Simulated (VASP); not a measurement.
Here is a VASP 6.6.1 calculation.

POSCAR

```
LaZn
1.0
    3.7109246669      0.0000000000      0.0000000000
    0.0000000000      3.7109246669      0.0000000000
    0.0000000000      0.0000000000      3.7109246669
La Zn
1 1
Direct
    0.5000000000      0.5000000000      0.5000000000
    0.0000000000      0.0000000000      0.0000000000
```

File INCAR.step1:

```
ALGO = Normal ; EDIFF = 1E-4
ENCUT = 520 ; GGA = PE
ISMEAR = -1 ; LASPH = True
LCHARG = False ; LREAL = False
LWAVE = True ; NBANDS = 18
NELM = 100 ; PREC = Accurate
SIGMA = 0.1
```

INCAR.step2

```
ALGO = Normal ; EDIFF = 1E-6
ENCUT = 520 ; ISIF = 2
ISMEAR = -1 ; ISTART = 1
LASPH = True ; LCHARG = False
LMIXTAU = True ; LREAL = False
LWAVE = False ; METAGGA = R2SCAN
NBANDS = 18 ; NELM = 100
PREC = Accurate ; SIGMA = 0.1
```

Contents of KPOINTS:

```
k-points
0
Gamma
  9 9 9
```

Potentials or basis: VASP PAW PBE potentials, release 64 (La, Zn).

Launch:

```bash
$ cat potpaw_PBE.64/La/POTCAR potpaw_PBE.64/Zn/POTCAR > POTCAR
$ cp INCAR.step1 INCAR
$ mpirun -np 1 vasp_std > vasp.out
$ cp INCAR.step2 INCAR
$ mpirun -np 1 vasp_std > vasp.out
```

(1) Estimate the pressure.

Results:

(1) 1.9 GPa.

Caveat: the PAW data sets were made with another functional, which shifts forces and pressure a little.
